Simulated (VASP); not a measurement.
# Si4N in VASP: single point with PBE+D3(BJ)

Aim: the single point of Si4N with PBE+D3(BJ).

Program: VASP 6.6.1. These are calculated values, not measurements. Logs are shortened: lines on timing, memory, paths and dates and some standing lists are left out, and cuts for length are marked.

## Step 1: The cell of the first run

The cell holds a slab with vacuum, 5 atoms: a = 3.833 Å, b = 3.833 Å, c = 21.103 Å, α = 90.00°, β = 90.00°, γ = 90.00°.

## Step 2: Single point, PBE+D3(BJ), collinear spin, ferromagnetic start

Contents of INCAR:

```
SYSTEM = Si4N
PREC     = Accurate       ! precision mode
ENCUT    = 520            ! plane-wave cutoff, eV
EDIFF    = 1E-6           ! SCF threshold, eV
ISMEAR   = 0              ! smearing method
SIGMA    = 0.05           ! smearing width, eV
LREAL    = .False.        ! projectors in reciprocal space
LASPH    = .True.         ! aspherical terms in the spheres
NELM     = 150            ! most SCF steps
ALGO     = Normal         ! electronic algorithm
ISIF     = 2              ! what is computed and relaxed
LWAVE    = .False.        ! write WAVECAR
LCHARG   = .False.        ! write CHGCAR
ISPIN    = 2              ! spin polarisation
MAGMOM   = 0 0 0 0 3      ! initial moments
LORBIT   = 11             ! projections on sites
LDIPOL   = .True.       
IDIPOL   = 3            
DIPOL    = 0.5 0.5 0.327
GGA      = PE             ! functional
IVDW     = 12             ! dispersion correction
NBANDS   = 22             ! bands
```

Contents of KPOINTS:

```
regular mesh
0
Gamma
  7 7 1
  0 0 0
```

Contents of POSCAR:

```
Si4N
1.0
    3.8333442755      0.0000000000      0.0000000000
    0.0000000000      3.8333442755      0.0000000000
    0.0000000000      0.0000000000     21.1034818114
Si N
4 1
Direct
    0.0000000000      0.5000000000      0.1895421825
    0.0000000000      0.0000000000      0.2537634269
    0.5000000000      0.0000000000      0.3207061922
    0.5000000000      0.5000000000      0.3839879070
    0.7500000000      0.7500000000      0.4882361074
```

Potentials or basis: VASP PAW PBE potentials, release 64 (Si, N).

Run with:

```console
> cat potpaw_PBE.64/Si/POTCAR potpaw_PBE.64/N/POTCAR > POTCAR
> mpirun -np 1 vasp_std > vasp.out
```

OUTCAR:

```text
SYSTEM = Si4N
   PREC = Accurate
   ENCUT = 520
   EDIFF = 1E-6
   ISMEAR = 0
   LREAL = .False.
   LASPH = .True.
   NELM = 150
   ISIF = 2
   ISPIN = 2
   LORBIT = 11
   GGA = PE
   IVDW = 12
 IVDW          = 12

 ion  position               nearest neighbor table
   1  0.000  0.500  0.190-   2 2.35   2 2.35
   2  0.000  0.000  0.254-   1 2.35   1 2.35   3 2.38   3 2.38
   3  0.500  0.000  0.321-   4 2.34   4 2.34   2 2.38   2 2.38
   4  0.500  0.500  0.384-   3 2.34   3 2.34
   5  0.750  0.750  0.488-

  LATTYP: Found a simple tetragonal cell.
 ALAT       =     3.8333442755
 C/A-ratio  =     5.5052404101

  Lattice vectors:

 A1 = (   3.8333442755,   0.0000000000,   0.0000000000)
 A2 = (   0.0000000000,   3.8333442755,   0.0000000000)
 A3 = (   0.0000000000,   0.0000000000,  21.1034818114)

Analysis of symmetry for initial positions (statically):
=====================================================================
 Subroutine PRICEL returns:
 Original cell was already a primitive cell.

 Routine SETGRP: Setting up the symmetry group for a
 simple tetragonal supercell.

 Subroutine GETGRP returns: Found  1 space group operations
 (whereof  1 operations were pure point group operations)
 out of a pool of 16 trial point group operations.

The static configuration has the point symmetry C_1 .

Analysis of symmetry for dynamics (positions and initial velocities):
=====================================================================
 Subroutine PRICEL returns:
 Original cell was already a primitive cell.

 Routine SETGRP: Setting up the symmetry group for a
 simple tetragonal supercell.

 Subroutine GETGRP returns: Found  1 space group operations
 (whereof  1 operations were pure point group operations)
 out of a pool of 16 trial point group operations.

The dynamic configuration has the point symmetry C_1 .

Analysis of structural, dynamic, and magnetic symmetry:
=====================================================================
 Subroutine PRICEL returns:
 Original cell was already a primitive cell.

 Routine SETGRP: Setting up the symmetry group for a
 simple tetragonal supercell.

 Subroutine GETGRP returns: Found  1 space group operations
 (whereof  1 operations were pure point group operations)
 out of a pool of 16 trial point group operations.

The overall configuration has the point symmetry C_1 .

 Subroutine INISYM returns: Found  1 space group operations
 (whereof  1 operations are pure point group operations),
 and found     1 'primitive' translations

----------------------------------------------------------------------------------------

                                     Primitive cell

  volume of cell :     310.1057

  direct lattice vectors                    reciprocal lattice vectors
     3.833344276  0.000000000  0.000000000     0.260868821  0.000000000  0.000000000
     0.000000000  3.833344276  0.000000000     0.000000000  0.260868821  0.000000000
     0.000000000  0.000000000 21.103481811     0.000000000  0.000000000  0.047385546

  length of vectors
     3.833344276  3.833344276 21.103481811     0.260868821  0.260868821  0.047385546

  position of ions in fractional coordinates (direct lattice)
     0.000000000  0.500000000  0.189542182
     0.000000000  0.000000000  0.253763427
     0.500000000  0.000000000  0.320706192
     0.500000000  0.500000000  0.383987907
     0.750000000  0.750000000  0.488236107

  ion indices of the primitive-cell ions
   primitive index   ion index
                 1           1
                 2           2
                 3           3
                 4           4
                 5           5

----------------------------------------------------------------------------------------

 KPOINTS: regular mesh

Automatic generation of k-mesh.
 Grid dimensions read from file:
 generate k-points for:    7    7    1

 Generating k-lattice:

  Cartesian coordinates                     Fractional coordinates (reciprocal lattice)
[... 40 lines left out ...]
  0.428571  0.428571  0.000000      2.000000
   k-points           NKPTS =     25   k-points in BZ     NKDIM =     25   number of bands    NBANDS=     22
   number of dos      NEDOS =    301   number of ions     NIONS =      5
   total plane-waves  NPLWV = 144000
   dimension x,y,z NGX =    30 NGY =   30 NGZ =  160
   dimension x,y,z NGXF=    60 NGYF=   60 NGZF=  320
   ions per type =               4   1
   NGX,Y,Z   is equivalent  to a cutoff of  13.01, 13.01, 12.60 a.u.
   NGXF,Y,Z  is equivalent  to a cutoff of  26.02, 26.02, 25.21 a.u.
 SYSTEM =  Si4N
   PREC   = accura    normal or accurate (medium, high low for compatibility)
   ISTART =      0    job   : 0-new  1-cont  2-samecut
   ICHARG =      2    charge: 1-file 2-atom 10-const
   ISPIN  =      2    spin polarized calculation?
   LNONCOLLINEAR =      F non collinear calculations
   LSORBIT =      F    spin-orbit coupling
   LASPH  =      T    aspherical Exc in radial PAW
   ENCUT  =  520.0 eV  38.22 Ry    6.18 a.u.   7.13  7.13 39.24*2*pi/ulx,y,z
   NELM   =    150;   NELMIN=  2; NELMDL= -5     # of ELM steps
   EDIFF  = 0.1E-05   stopping-criterion for ELM
   LREAL  =      F    real-space projection
   EDIFFG = 0.1E-04   stopping-criterion for IOM
   NSW    =      0    number of steps for IOM
   IBRION =     -1    ionic relax: 0-MD 1-quasi-New 2-CG
   NFREE  =      0    steps in history (QN), initial steepest desc. (CG)
   ISIF   =      2    stress and relaxation
   ISYM   =      2    0-nonsym 1-usesym 2-fastsym
   POTIM  = 0.5000    time-step for ionic-motion
   TEBEG  =    0.0;   TEEND  =   0.0 temperature during run
   PSTRESS=    0.0 pullay stress
   NELECT =      21.0000    total number of electrons
   NUPDOWN=      -1.0000    fix difference up-down
   EMIN   =  10.00;   EMAX   =-10.00  energy-range for DOS
   EFERMI =   0.00;   METHOD = LEGACY
   ISMEAR =     0;   SIGMA  =   0.05  broadening in eV -4-tet -1-fermi 0-gaus
   EFERMI_NEDOS =   21; number of points for ismear=-14 and -15
   IALGO  =     38    algorithm
   IMIX   =      4    mixing-type and parameters
     AMIX     =   0.40;   BMIX     =  1.00
     AMIX_MAG =   1.60;   BMIX_MAG =  1.00
  volume/ion in A,a.u.               =      62.02       418.54
  Fermi-wavevector in a.u.,A,eV,Ry     =   0.667285  1.260986  6.058256  0.445269
  Thomas-Fermi vector in A             =   1.741845
   LORBIT       =     11    0 simple, 1 ext, 2 COOP (PROOUT), +10 PAW based schemes
   GGA     = PE    functional components
   LHFCALC =     F    Hartree Fock is set to
   AEXX    =    0.0000 exact exchange contribution
   IVDW    =    12    specifies the selected vdW correction
   LEPSILON=     F    determine dielectric tensor
   LRPA    =     F    only Hartree local field effects (RPA)
 spin polarized calculation
 Gauss-broadening in eV      SIGMA  =   0.05
  energy-cutoff  :      520.00
  volume of cell :      310.11
 maximum number of plane-waves:      8388
 NGX is ok and might be reduce to    30
   NGX = 15   NGY = 15   NGZ = 79

 dipolmoment           0.000000      0.000000     -0.044207 electrons x Angstroem

 number of electron      21.0000000 magnetization       1.9114288

 dipolmoment           0.000000      0.000000      0.071677 electrons x Angstroem

 Free energy of the ion-electron system (eV)
  ---------------------------------------------------
  ext. energy  EPLUGINS =         0.00000000
  ---------------------------------------------------
  free energy    TOTEN  =       -21.90876514 eV

  energy without entropy =      -21.90517529  energy(sigma->0) =      -21.90697021

 E-fermi :  -2.5610     XC(G=0):  -3.7876

 val. band max:       -2.5688308174   @ k =  -0.4286   0.1429   0.0000
 cond. band min:      -2.5586013733   @ k =  -0.4286   0.2857   0.0000
 fundamental gap:      0.0102294442
 Fermi energy:        -2.5610001079

 spin component 1

 k-point     1 :       0.0000    0.0000    0.0000
  band No.  band energies     occupation
      1     -16.2920      1.00000
      2     -13.4756      1.00000
      3     -11.2948      1.00000
      4      -7.9883      1.00000
      5      -5.1221      1.00000
      6      -4.5930      1.00000
[... 589 lines left out ...]
     21       5.4091      0.00000
     22       6.1445      0.00000

 [... further k-points ...]

 spin component 2

 k-point     1 :       0.0000    0.0000    0.0000
  band No.  band energies     occupation
      1     -13.6177      1.00000
      2     -12.8693      1.00000
      3     -11.3107      1.00000
      4      -8.0377      1.00000
      5      -4.6483      1.00000
      6      -4.4645      1.00000
[... 589 lines left out ...]
     21       5.4326      0.00000
     22       6.1910      0.00000

 [... further k-points ...]

------------------------ aborting loop because EDIFF is reached ----------------------------------------

 vacuum level on the upper side and lower side of the slab       (xc-potential included)         0.430        -0.430

 Edisp (eV)   -1.02578

 E8    (eV) :    -0.4340

  FORCE on cell =-STRESS in cart. coord.  units (eV):
  Direction    XX          YY          ZZ          XY          YZ          ZX
  --------------------------------------------------------------------------------------
  -------------------------------------------------------------------------------------
  Total      -4.85675    -1.30475    -4.46177    -0.70400    -1.81124    -1.39371
  in kB     -25.09264    -6.74108   -23.05198    -3.63727    -9.35788    -7.20069
  external pressure =      -18.30 kB  Pullay stress =        0.00 kB

 VOLUME and BASIS-vectors are now :
 -----------------------------------------------------------------------------
  energy-cutoff  :      520.00
  volume of cell :      310.11
      direct lattice vectors                 reciprocal lattice vectors
     3.833344276  0.000000000  0.000000000     0.260868821  0.000000000  0.000000000
     0.000000000  3.833344276  0.000000000     0.000000000  0.260868821  0.000000000
     0.000000000  0.000000000 21.103481811     0.000000000  0.000000000  0.047385546

 POSITION                                       TOTAL-FORCE (eV/Angst)
 -----------------------------------------------------------------------------------
      0.00000      1.91667      4.00000        -0.035382      0.048224      0.005489
      0.00000      0.00000      5.35529         0.101407      0.076424      0.195498
      1.91667      0.00000      6.76802        -0.014087     -0.234875      0.136533
      1.91667      1.91667      8.10348         0.529645      0.891102      1.340427
      2.87501      2.87501     10.30348        -0.581583     -0.780874     -1.677946
 -----------------------------------------------------------------------------------
    total drift:                               -0.000033      0.000070      0.000117

  FREE ENERGIE OF THE ION-ELECTRON SYSTEM (eV)
  ---------------------------------------------------
  free  energy   TOTEN  =       -22.9345491480 eV

  energy  without entropy=      -22.9309593047  energy(sigma->0) =      -22.93275423

 vacuum level on the upper side and lower side of the slab         3.759         2.876

 total charge

# of ion       s       p       d       tot
------------------------------------------
    1        0.862   0.723   0.000   1.585
    2        0.773   0.895   0.000   1.669
    3        0.770   0.895   0.000   1.666
    4        0.831   0.723   0.000   1.554
    5        1.363   1.915   0.000   3.278
--------------------------------------------------
tot          4.600   5.152   0.000   9.752

 magnetization (x)

# of ion       s       p       d       tot
------------------------------------------
    1       -0.001  -0.009   0.000  -0.010
    2       -0.000  -0.016   0.000  -0.016
    3        0.005  -0.007   0.000  -0.002
    4       -0.012  -0.121   0.000  -0.133
    5        0.029   1.509   0.000   1.538
--------------------------------------------------
tot          0.021   1.355   0.000   1.376
```

Run time: 20 min. Hardware: 1 thread of Intel Xeon 8259CL, shared host; peak memory 0.64 GiB.

Results:

```
Free energy                                           : -22.9345 eV
Largest force                                         : 1.940 eV/Å
Net moment                                            : 1.91 μB per cell
Site moments                                          : Si -0.01, -0.02, -0.00, -0.13; N +1.54 μB
Valence electrons inside the program's atomic spheres : Si 1.58, 1.67, 1.55 (each value once); N 3.28
Dispersion energy per atom                            : -0.205 eV
```

Forces on the atoms (eV/Å):
```
Si  -0.035  0.048  0.005
Si   0.101  0.076  0.195
Si  -0.014 -0.235  0.137
Si   0.530  0.891  1.340
N   -0.582 -0.781 -1.678
```

Levels at points of the mesh, in eV from the Fermi level:
Spin up:
| k point | band 9 | band 10 | band 11 | band 12 | band 13 | band 14 |
| --- | --- | --- | --- | --- | --- | --- |
| (0.00, 0.00, 0.00) | -1.73 | -0.85 | -0.52 | 0.94 | 1.45 | 1.83 |
Spin down:
| k point | band 7 | band 8 | band 9 | band 10 | band 11 | band 12 |
| --- | --- | --- | --- | --- | --- | --- |
| (0.00, 0.00, 0.00) | -1.77 | -0.68 | -0.05 | 1.03 | 1.40 | 1.67 |
